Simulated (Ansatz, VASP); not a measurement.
# Sr2TeO in VASP and in Ansatz

```xyz
4
Lattice="2.0769 1.1991 7.0196 -2.0769 1.1991 7.0196 0.0000 -2.3982 7.0196" Properties=species:S:1:pos:R:3 pbc="T T T"
O     2.0769    1.1991    7.0196
Te    0.0000    0.0000   10.5294
Sr    0.0000    0.0000    5.6466
Sr    0.0000    0.0000   15.4121
```

Change from the starting cell: epitaxial_xy strain +0.4%.

Alike in both runs: task single point; functional PBE; k mesh 8 × 8 × 8; occupations fermi-dirac, width 0.02 eV; no spin polarisation.

|  | VASP | Ansatz |
| --- | --- | --- |
| version | VASP 6.6.1 | Ansatz 0.2.0 |
| potentials or method | VASP PAW PBE potentials, release 64 (O, Te, Sr_sv) | plane waves, PAW |
| plane-wave cutoff (eV) | 520 | 420 |
| valence electrons in the cell | 32 | 42 |

Ansatz gave:

| Property | Result |
| --- | --- |
| gap on the k mesh at the Fermi level (eV) | 1.13 |
| pressure (GPa) | 0.4 |
| traceless stress, the component that is largest in VASP (GPa) | 0.49 |
| rms of the force components (eV/Å) | 0.022 |

Question: Estimate VASP's values.

Answer: gap on the k mesh at the Fermi level (eV): 1.11; pressure (GPa): 0.6; traceless stress, the component that is largest in VASP (GPa): 0.50; rms of the force components (eV/Å): 0.023.

Atom by atom the forces differ by 0.000 eV/Å (rms over components). VASP's potentials hold 32 valence electrons a cell and Ansatz's 42, so a difference there can come from the potentials and not from the codes.

Neither program's run includes spin-orbit coupling.
